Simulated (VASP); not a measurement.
Set up this calculation in VASP 6.6.1, as the native input.

```
Task                   : single point
Functional             : PBEsol
Dispersion             : D3(BJ)
Potentials or basis    : VASP PAW PBE potentials, release 64 (Ge_d)
Cutoff                 : 520 eV
k mesh                 : 11 × 11 × 8
Occupations            : gaussian, width 0.1 eV
Spin                   : no spin polarisation
Dipole correction      : no
Further INCAR settings : ALGO = Normal; EDIFF = 1e-06; NBANDS = 21
```

The structure of Ge lies in POSCAR:

```
Ge
1.0
   -2.4958980000      2.6508630000      1.4369470000
    2.4958980000     -2.6508630000      1.4369470000
    2.4958980000      2.6508630000     -1.4369470000
Ge
2
Direct
    0.1859430000      0.9359430000      0.2500000000
    0.8140570000      0.0640570000      0.7500000000
```

These files were run (other wordings do the same):

INCAR

```
  ALGO = Normal
  EDIFF = 1E-6
  ENCUT = 520
  GGA = PS
  ISIF = 2
  ISMEAR = 0
  IVDW = 12
  LASPH = T
  LCHARG = F
  LREAL = F
  LWAVE = F
  NBANDS = 21
  NELM = 60
  PREC = Accurate
  SIGMA = 0.1
```

KPOINTS

```
k-points
0
Gamma
  11 11 8
```

Potentials or basis: VASP PAW PBE potentials, release 64 (Ge_d).

Run with:

```sh
$ cat potpaw_PBE.64/Ge_d/POTCAR > POTCAR
$ mpirun -np 1 vasp_std > vasp.out
```

It gave:

The pressure is -5.3 GPa, the largest force is 0.057 eV/Å and the band gap on the k mesh is zero (bands 14 and 15 overlap by 5.45 eV). The dispersion energy per atom is -0.324 eV.

Caveat: the cell stands under tension; the PAW data sets were made with another functional, which shifts forces and pressure a little.

Wall time 3 min on 1 thread of Intel(R) Xeon(R) 6975P-C (Granite Rapids) (shared host), peak memory 0.41 GiB.
